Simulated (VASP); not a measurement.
## Ge: single point with PBEsol

The system is Ge.

```
Ge
1.0
     1.40946   -2.62343    0.00000
     1.40946    2.62343    0.00000
     0.00000    0.00000    2.72201
Ge
1
Direct
  0.50000 0.50000 0.00000
```

```
Program                : VASP 6.6.1
Task                   : single point
Functional             : PBEsol
Potentials or basis    : VASP PAW PBE potentials, release 64 (Ge_d)
Cutoff                 : 520 eV
k mesh                 : 12 × 12 × 11
Occupations            : fermi-dirac, width 0.1 eV
Spin                   : no spin polarisation
Dipole correction      : no
Further INCAR settings : ALGO = Normal; EDIFF = 1e-07; NBANDS = 13
```

```yaml
Pressure: -5.7 GPa
Band_gap_on_the_k_mesh: zero (bands 7 and 8 overlap by 9.60 eV)
```

Stress tensor (GPa, compression positive):
```
-4.93  0.00  0.00
 0.00 -7.82  0.00
 0.00  0.00 -4.37
```

Levels at points of the mesh, in eV from the Fermi level:
| k point | band 5 | band 6 | band 7 | band 8 | band 9 | band 10 |
| --- | --- | --- | --- | --- | --- | --- |
| (0.00, 0.00, 0.00) | -24.45 | -12.68 | 6.49 | 6.93 | 8.38 | 10.05 |
| (0.50, 0.00, 0.00) | -24.47 | -7.78 | -5.16 | 3.35 | 7.37 | 10.21 |
| (0.50, 0.50, 0.00) | -24.46 | -8.62 | -5.37 | 5.08 | 9.01 | 9.57 |

Run time: 85 s on 1 thread of AMD EPYC 7R13, on a shared host, peak memory 0.15 GiB.

Caveat: the cell stands under tension; the PAW data sets were made with another functional, which shifts forces and pressure a little.
